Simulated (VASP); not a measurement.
Write the native input for VASP 6.6.1 that does the following.

| Quantity | Value |
| --- | --- |
| Task | single point |
| Functional | PBEsol |
| Potentials or basis | VASP PAW PBE potentials, release 64 (Zn, As, P) |
| Cutoff | 520 eV |
| k mesh | 6 × 6 × 4 |
| Occupations | fermi-dirac, width 0.03 eV |
| Spin | no spin polarisation |
| Dipole correction | no |
| Further INCAR settings | ALGO = Normal; EDIFF = 1e-07; NBANDS = 31 |

The structure of Zn2AsP3 lies in POSCAR:

```
Zn2AsP3
1.0
    5.0986915502     -2.2643411590     -0.7091979289
    5.0986915502      2.2643411590     -0.7091979289
   -5.5914322112      0.0000000000      5.0736717766
Zn As P
2 1 3
Direct
    0.6456091000      0.6456091000      0.8787956613
    0.3799042215      0.3799042215      0.1447529309
    0.1772083316      0.1772083316      0.6264551757
    0.7159381640      0.7159381640      0.3265046589
    0.8454583331      0.8454583331      0.7490782333
    0.2358818598      0.2358818598      0.2744133400
```

These files were run (other wordings do the same):

INCAR

```
  PREC = Accurate
  ENCUT = 520
  EDIFF = 1E-7
  ISMEAR = -1
  SIGMA = 0.03
  LREAL = F
  LASPH = T
  NELM = 80
  ALGO = Normal
  ISIF = 2
  LWAVE = F
  LCHARG = F
  GGA = PS
  NBANDS = 31
```

KPOINTS

```
regular mesh
0
Gamma
  6 6 4
```

Potentials or basis: VASP PAW PBE potentials, release 64 (Zn, As, P).

Command:

```sh
$ cat potpaw_PBE.64/Zn/POTCAR potpaw_PBE.64/As/POTCAR potpaw_PBE.64/P/POTCAR > POTCAR
$ mpirun -np 1 vasp_std > vasp.out
```

Results of the run:

```json
{"Pressure": "0.2 GPa", "Largest force": "0.021 eV/Å", "Band gap on the k mesh": "zero (bands 22 and 23 overlap by 1.43 eV)"}
```

Caveat: the PAW data sets were made with another functional, which shifts forces and pressure a little.

Run time: 2.5 min on 1 thread of AMD EPYC 9R45 96-Core Processor (Zen 5) (shared host), peak memory 0.34 GiB.
